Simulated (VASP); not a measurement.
Input of a VASP 6.6.1 run:

INCAR

```
ALGO = Normal ; EDIFF = 1E-6
ENCUT = 520 ; GGA = PE
ISIF = 2 ; ISMEAR = 1
LASPH = True ; LCHARG = False
LREAL = False ; LWAVE = False
NBANDS = 50 ; NELM = 80
PREC = Accurate ; SIGMA = 0.01
```

Contents of KPOINTS:

```
k-points
0
Gamma
  10 10 4
```

The input POSCAR:

```
SnO
1.0
    2.5000000000     -2.8600000000      0.0000000000
    2.5000000000      2.8600000000      0.0000000000
    0.0000000000      0.0000000000     11.1200000000
Sn O
4 4
Direct
    0.0000000000      0.0000000000      0.0000000000
    0.0000000000      0.0000000000      0.5000000000
    0.5590000000      0.4410000000      0.2540000000
    0.4410000000      0.5590000000      0.7540000000
    0.9300000000      0.4300000000      0.3800000000
    0.0700000000      0.5700000000      0.8800000000
    0.5700000000      0.0700000000      0.3800000000
    0.4300000000      0.9300000000      0.8800000000
```

Potentials or basis: VASP PAW PBE potentials, release 64 (Sn_d, O).

Command:

```bash
$ cat potpaw_PBE.64/Sn_d/POTCAR potpaw_PBE.64/O/POTCAR > POTCAR
$ mpirun -np 1 vasp_std > vasp.out
```

**Question.** Predict the band gap on the k mesh.

**Answer.** Zero (bands 40 and 41 overlap by 0.36 eV).

**Question.** Predict the pressure.

**Answer.** 10.2 GPa.

**Question.** Predict the largest force.

**Answer.** 8.910 eV/Å.

Forces on the atoms (eV/Å):
```
Sn   0.000  0.939 -1.032
Sn   0.000 -0.939 -1.032
Sn   0.000  2.252 -1.178
Sn   0.000 -2.252 -1.178
O    8.821 -0.597  1.105
O   -8.821  0.597  1.105
O   -8.821 -0.597  1.105
O    8.821  0.597  1.105
```

Caveat: the stress differs along the axes, from -1 to 31 GPa; semilocal functionals underestimate gaps, and a narrow one can read as zero; spin-orbit coupling is left out, which moves the levels of the heavy elements; forces of over 1 eV/Å act on the atoms, so gaps and moduli don't describe the material at rest.
